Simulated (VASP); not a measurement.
# Sr (P6_3/mmc) in VASP: further runs

Runs on Sr. Level: LDA. Tasks: electric field gradients, single point.

Everything below comes from runs of VASP 6.6.1. Logs are shortened: lines on timing, memory, paths and dates and some standing lists are left out, and cuts for length are marked.

**1. The cell of the first run**

It takes space group P6_3/mmc (No. 194, hexagonal). Conventional cell: a = 4.310 Å, b = 4.310 Å, c = 7.050 Å, α = 90.00°, β = 90.00°, γ = 120.00°. Sr (site symmetry -6m2) has 12 Sr at 4.31 Å within 5.7 Å.

This isn't the form of Sr at room conditions, which is fcc.

**2. Electric field gradients, LDA**

Input file INCAR:

```
PREC = Accurate
ENCUT = 520
EDIFF = 1E-8
ISMEAR = -1
SIGMA = 0.08
LREAL = F
LASPH = T
NELM = 60
ALGO = Normal
ISIF = 2
LWAVE = F
LCHARG = F
GGA = CA
LEFG = T
NBANDS = 17
```

Input file KPOINTS:

```
regular mesh
0
Gamma
  10 10 5
```

Input file POSCAR:

```
Sr
1.0
    4.3100002207      0.0000000000      0.0000000000
   -2.1550001104      3.7325696814      0.0000000000
    0.0000000000      0.0000000000      7.0500000000
Sr
2
Direct
    0.3333333333      0.6666666667      0.2500000000
    0.6666666667      0.3333333333      0.7500000000
```

Potentials or basis: VASP PAW LDA potentials, release 64 (Sr_sv).

Started as:

```console
$ cat potpaw_LDA.64/Sr_sv/POTCAR > POTCAR
$ mpirun -np 1 vasp_std > vasp.out
```

OUTCAR:

```text
PREC = Accurate
   ENCUT = 520
   EDIFF = 1E-8
   ISMEAR = -1
   LREAL = F
   LASPH = T
   NELM = 60
   ISIF = 2
   GGA = CA

 ion  position               nearest neighbor table
   1  0.333  0.667  0.250-   2 4.31   2 4.31   2 4.31   2 4.31   2 4.31   2 4.31
   2  0.667  0.333  0.750-   1 4.31   1 4.31   1 4.31   1 4.31   1 4.31   1 4.31

  LATTYP: Found a hexagonal cell.
 ALAT       =     4.3100002207
 C/A-ratio  =     1.6357307747

  Lattice vectors:

 A1 = (   4.3100002207,   0.0000000000,   0.0000000000)
 A2 = (  -2.1550001104,   3.7325696814,   0.0000000000)
 A3 = (   0.0000000000,   0.0000000000,   7.0500000000)

Analysis of symmetry for initial positions (statically):
=====================================================================
 Subroutine PRICEL returns:
 Original cell was already a primitive cell.

 Routine SETGRP: Setting up the symmetry group for a
 hexagonal supercell.

 Subroutine GETGRP returns: Found 24 space group operations
 (whereof 12 operations were pure point group operations)
 out of a pool of 24 trial point group operations.

The static configuration has the point symmetry D_3d.
 The point group associated with its full space group is D_6h.

Analysis of symmetry for dynamics (positions and initial velocities):
=====================================================================
 Subroutine PRICEL returns:
 Original cell was already a primitive cell.

 Routine SETGRP: Setting up the symmetry group for a
 hexagonal supercell.

 Subroutine GETGRP returns: Found 24 space group operations
 (whereof 12 operations were pure point group operations)
 out of a pool of 24 trial point group operations.

The dynamic configuration has the point symmetry D_3d.
 The point group associated with its full space group is D_6h.

 Subroutine INISYM returns: Found 24 space group operations
 (whereof 12 operations are pure point group operations),
 and found     1 'primitive' translations

----------------------------------------------------------------------------------------

                                     Primitive cell

  volume of cell :     113.4160

  direct lattice vectors                    reciprocal lattice vectors
     4.310000221  0.000000000  0.000000000     0.232018550  0.133955972  0.000000000
    -2.155000110  3.732569681  0.000000000     0.000000000  0.267911944  0.000000000
     0.000000000  0.000000000  7.050000000     0.000000000  0.000000000  0.141843972

  length of vectors
     4.310000221  4.310000221  7.050000000     0.267911944  0.267911944  0.141843972

  position of ions in fractional coordinates (direct lattice)
     0.333333333  0.666666667  0.250000000
     0.666666667  0.333333333  0.750000000

  ion indices of the primitive-cell ions
   primitive index   ion index
                 1           1
                 2           2

----------------------------------------------------------------------------------------

 KPOINTS: regular mesh

Automatic generation of k-mesh.
 Grid dimensions read from file:
 generate k-points for:   10   10    5

 Generating k-lattice:

  Cartesian coordinates                     Fractional coordinates (reciprocal lattice)
     0.023201855  0.013395597  0.000000000     0.100000000  0.000000000  0.000000000
     0.000000000  0.026791194  0.000000000     0.000000000  0.100000000  0.000000000
     0.000000000  0.000000000  0.028368794     0.000000000  0.000000000  0.200000000

  Length of vectors
     0.026791194  0.026791194  0.028368794

  Shift w.r.t. Gamma in fractional coordinates (k-lattice)
     0.000000000  0.000000000  0.000000000

 Subroutine IBZKPT returns following result:
 ===========================================

 Found     42 irreducible k-points:

 Following reciprocal coordinates:
            Coordinates               Weight
  0.000000  0.000000  0.000000      1.000000
  0.100000 -0.000000  0.000000      6.000000
  0.200000 -0.000000  0.000000      6.000000
  0.300000 -0.000000  0.000000      6.000000
  0.400000 -0.000000  0.000000      6.000000
  0.500000 -0.000000  0.000000      3.000000
[... 16 lines left out ...]
  0.300000  0.100000  0.200000     24.000000
  0.400000  0.100000  0.200000     24.000000
 [... further k-points ...]
   k-points           NKPTS =     42   k-points in BZ     NKDIM =     42   number of bands    NBANDS=     17
   number of dos      NEDOS =    301   number of ions     NIONS =      2
   total plane-waves  NPLWV =  55296
   dimension x,y,z NGX =    32 NGY =   32 NGZ =   54
   dimension x,y,z NGXF=    64 NGYF=   64 NGZF=  108
   ions per type =               2
   NGX,Y,Z   is equivalent  to a cutoff of  12.34, 12.34, 12.73 a.u.
   NGXF,Y,Z  is equivalent  to a cutoff of  24.69, 24.69, 25.47 a.u.
 SYSTEM =  unknown system
   PREC   = accura    normal or accurate (medium, high low for compatibility)
   ISTART =      0    job   : 0-new  1-cont  2-samecut
   ICHARG =      2    charge: 1-file 2-atom 10-const
   ISPIN  =      1    spin polarized calculation?
   LNONCOLLINEAR =      F non collinear calculations
   LSORBIT =      F    spin-orbit coupling
   LASPH  =      T    aspherical Exc in radial PAW
   ENCUT  =  520.0 eV  38.22 Ry    6.18 a.u.   8.01  8.01 13.11*2*pi/ulx,y,z
   NELM   =     60;   NELMIN=  2; NELMDL= -5     # of ELM steps
   EDIFF  = 0.1E-07   stopping-criterion for ELM
   LREAL  =      F    real-space projection
   EDIFFG = 0.1E-06   stopping-criterion for IOM
   NSW    =      0    number of steps for IOM
   IBRION =     -1    ionic relax: 0-MD 1-quasi-New 2-CG
   NFREE  =      0    steps in history (QN), initial steepest desc. (CG)
   ISIF   =      2    stress and relaxation
   ISYM   =      2    0-nonsym 1-usesym 2-fastsym
   POTIM  = 0.5000    time-step for ionic-motion
   TEBEG  =    0.0;   TEEND  =   0.0 temperature during run
   PSTRESS=    0.0 pullay stress
   NELECT =      20.0000    total number of electrons
   NUPDOWN=      -1.0000    fix difference up-down
   EMIN   =  10.00;   EMAX   =-10.00  energy-range for DOS
   EFERMI =   0.00;   METHOD = LEGACY
   ISMEAR =    -1;   SIGMA  =   0.08  broadening in eV -4-tet -1-fermi 0-gaus
   EFERMI_NEDOS =   21; number of points for ismear=-14 and -15
   IALGO  =     38    algorithm
   IMIX   =      4    mixing-type and parameters
     AMIX     =   0.40;   BMIX     =  1.00
     AMIX_MAG =   1.60;   BMIX_MAG =  1.00
  volume/ion in A,a.u.               =      56.71       382.68
  Fermi-wavevector in a.u.,A,eV,Ry     =   0.918037  1.734838 11.466873  0.842791
  Thomas-Fermi vector in A             =   2.043073
   LORBIT       =      0    0 simple, 1 ext, 2 COOP (PROOUT), +10 PAW based schemes
   GGA     = CA    functional components
   LHFCALC =     F    Hartree Fock is set to
   AEXX    =    0.0000 exact exchange contribution
   IVDW    =     0    specifies the selected vdW correction
   LEPSILON=     F    determine dielectric tensor
   LRPA    =     F    only Hartree local field effects (RPA)
 non-spin polarized calculation
  energy-cutoff  :      520.00
  volume of cell :      113.42
 maximum number of plane-waves:      3069
   NGX = 17   NGY = 17   NGZ = 27

 number of electron      20.0000000 magnetization

 Free energy of the ion-electron system (eV)
  ---------------------------------------------------
  ext. energy  EPLUGINS =         0.00000000
  ---------------------------------------------------
  free energy    TOTEN  =        -3.72369666 eV

  energy without entropy =       -3.66380032  energy(sigma->0) =       -3.69374849

 E-fermi :   1.3228     XC(G=0):  -7.4611

 val. band max:        1.2980857059   @ k =   0.3000   0.3000   0.0000
 cond. band min:       1.3249793503   @ k =   0.3000   0.3000   0.0000
 fundamental gap:      0.0268936444
 Fermi energy:         1.3228276750

 k-point     1 :       0.0000    0.0000    0.0000
  band No.  band energies     occupation
      1     -35.1964      2.00000
      2     -35.1841      2.00000
      3     -17.3626      2.00000
      4     -17.2105      2.00000
      5     -17.2105      2.00000
      6     -17.1857      2.00000
[... 9 lines left out ...]
     16       3.8790      0.00000
     17       4.3745      0.00000

 k-point     2 :       0.1000   -0.0000    0.0000
  band No.  band energies     occupation
      1     -35.1954      2.00000
      2     -35.1836      2.00000
      3     -17.3569      2.00000
      4     -17.2236      2.00000
      5     -17.2146      2.00000
      6     -17.1993      2.00000
[... 9 lines left out ...]
     16       4.0101      0.00000
     17       4.1279      0.00000

 k-point     3 :       0.2000   -0.0000    0.0000
  band No.  band energies     occupation
      1     -35.1925      2.00000
      2     -35.1823      2.00000
      3     -17.3411      2.00000
      4     -17.2582      2.00000
      5     -17.2344      2.00000
      6     -17.2252      2.00000
[... 9 lines left out ...]
     16       3.9987      0.00000
     17       4.0583      0.00000

 k-point     4 :       0.3000   -0.0000    0.0000
  band No.  band energies     occupation
      1     -35.1888      2.00000
      2     -35.1808      2.00000
      3     -17.3185      2.00000
      4     -17.3012      2.00000
      5     -17.2765      2.00000
      6     -17.2379      2.00000
[... 9 lines left out ...]
     16       4.4933      0.00000
     17       4.5949      0.00000
[... 343 lines left out ...]
      1     -35.1893      2.00000
      2     -35.1821      2.00000
      3     -17.3244      2.00000
      4     -17.2753      2.00000
      5     -17.2658      2.00000
      6     -17.2321      2.00000
[... 9 lines left out ...]
     16       4.2268      0.00000
     17       4.5456      0.00000

 k-point    23 :       0.3000    0.1000    0.2000
  band No.  band energies     occupation
      1     -35.1859      2.00000
      2     -35.1808      2.00000
      3     -17.3320      2.00000
      4     -17.3079      2.00000
      5     -17.2770      2.00000
      6     -17.2457      2.00000
[... 9 lines left out ...]
     16       4.5729      0.00000
     17       5.0628      0.00000

 k-point    24 :       0.4000    0.1000    0.2000
  band No.  band energies     occupation
      1     -35.1836      2.00000
      2     -35.1803      2.00000
      3     -17.3496      2.00000
      4     -17.3264      2.00000
      5     -17.2710      2.00000
      6     -17.2511      2.00000
[... 9 lines left out ...]
     16       4.9638      0.00000
     17       5.2651      0.00000

 [... further k-points ...]

------------------------ aborting loop because EDIFF is reached ----------------------------------------

  FORCE on cell =-STRESS in cart. coord.  units (eV):
  Direction    XX          YY          ZZ          XY          YZ          ZX
  --------------------------------------------------------------------------------------
  -------------------------------------------------------------------------------------
  Total       -1.1167001     -1.1167001     -1.0833839      0.0000000     -0.0000000      0.0000000
  in kB      -15.7751246    -15.7751246    -15.3044815      0.0000000     -0.0000000      0.0000000
  external PRESSURE =     -15.6182436 kB  Pullay stress =       0.0000000 kB

 VOLUME and BASIS-vectors are now :
 -----------------------------------------------------------------------------
  energy-cutoff  :      520.00
  volume of cell :      113.42
      direct lattice vectors                 reciprocal lattice vectors
     4.310000221  0.000000000  0.000000000     0.232018550  0.133955972  0.000000000
    -2.155000110  3.732569681  0.000000000     0.000000000  0.267911944  0.000000000
     0.000000000  0.000000000  7.050000000     0.000000000  0.000000000  0.141843972

 POSITION                                       TOTAL-FORCE (eV/Angst)
 -----------------------------------------------------------------------------------
     -0.00000      2.48838      1.76250         0.000000      0.000000      0.000000
      2.15500      1.24419      5.28750        -0.000000     -0.000000      0.000000
 -----------------------------------------------------------------------------------
    total drift:                               -0.000000      0.000000     -0.000000

  FREE ENERGIE OF THE ION-ELECTRON SYSTEM (eV)
  ---------------------------------------------------
  free  energy   TOTEN  =        -3.7236966611 eV

  energy  without entropy=       -3.6638003162  energy(sigma->0) =       -3.69374849

 Electric field gradients (V/A^2)
---------------------------------------------------------------------
 ion       V_xx      V_yy      V_zz      V_xy      V_xz      V_yz
---------------------------------------------------------------------
   1       1.281     1.281    -2.561     0.000     0.000    -0.000
   2       1.281     1.281    -2.561     0.000    -0.000     0.000
---------------------------------------------------------------------

 Electric field gradients after diagonalization (V/A^2)
 (convention: |V_zz| > |V_xx| > |V_yy|)
----------------------------------------------------------------------
 ion       V_xx      V_yy      V_zz     asymmetry (V_yy - V_xx)/ V_zz
----------------------------------------------------------------------
   1       1.281     1.281    -2.561       0.000
   2       1.281     1.281    -2.561       0.000
----------------------------------------------------------------------

           NMR quadrupolar parameters

 Cq : quadrupolar parameter    Cq=e*Q*V_zz/h
 eta: asymmetry parameters     (V_yy - V_xx)/ V_zz
 Q  : nuclear electric quadrupole moment in mb (millibarn)
----------------------------------------------------------------------
 ion       Cq(MHz)       eta       Q (mb)
----------------------------------------------------------------------
   1      -0.006       0.000       1.000
   2      -0.006       0.000       1.000
----------------------------------------------------------------------
```

It took 96 s on 1 thread of Oxide Virtual Turin-like, shared host; peak memory 0.18 GiB.

Results:

```yaml
Free_energy: -3.7237 eV
Pressure: -1.6 GPa
Band_gap_on_the_k_mesh: zero (bands 10 and 11 overlap by 0.12 eV)
Largest_electric_field_gradient_by_atom: Sr -2.6 V/Å²
```

Electric field gradients, principal values (V/Å²):
```
atom  least  middle  greatest (by size)
1 Sr  1.281   1.281              -2.561
2 Sr  1.281   1.281              -2.561
```

Caveat: without QUAD_EFG the Cq values of the log hold for a quadrupole moment of 1 mb, not for the nuclei.

(Part 1 of 2 ends here.)

The gap in the log of VASP goes by the Fermi energy; the results here count the filled bands.